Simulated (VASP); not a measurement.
B4AsRu, 6 atoms in the cell. Symmetry: F-43m, No. 216, cubic system. Conventional cell: a = 6.103 Å, b = 6.103 Å, c = 6.103 Å, α = 90.00°, β = 90.00°, γ = 90.00°. Within 2.6 Å of B (site symmetry 3m) lie 6 B at 1.88 to 2.44 Å and 3 As at 2.51 Å and 3 Ru at 2.57 Å. As (site symmetry -43m) has 12 B at 2.51 Å and 4 Ru at 2.64 Å within 3.3 Å. Within 3.4 Å of Ru (site symmetry -43m) lie 12 B at 2.57 Å and 4 As at 2.64 Å. The cell was built from a structure type or drawn by symmetry, and may not be a known phase.

```yaml
Program: VASP 6.6.1
Task: single point
Functional: PBE
Potentials_or_basis: VASP PAW PBE potentials, release 64 (B, As, Ru_pv)
Cutoff: 520 eV
k_mesh: 4 × 4 × 4
Occupations: gaussian, width 0.1 eV
Spin: no spin polarisation
Dipole_correction: no
Further_INCAR_settings: ALGO = Normal; EDIFF = 1e-06; NBANDS = 24
```

Potentials or basis: VASP PAW PBE potentials, release 64 (B, As, Ru_pv).

Command:

```console
$ cat potpaw_PBE.64/B/POTCAR potpaw_PBE.64/As/POTCAR potpaw_PBE.64/Ru_pv/POTCAR > POTCAR
$ mpirun -np 1 vasp_std > vasp.out
```

Hardware: 1 thread of Intel Xeon 8259CL, with other jobs on the host.

Q: Estimate the wall time of this run.

A: Wall time 19 s on 1 thread of Intel Xeon 8259CL, with other jobs on the host, peak memory 0.18 GiB. Counts: scf iterations 14, k points 8.
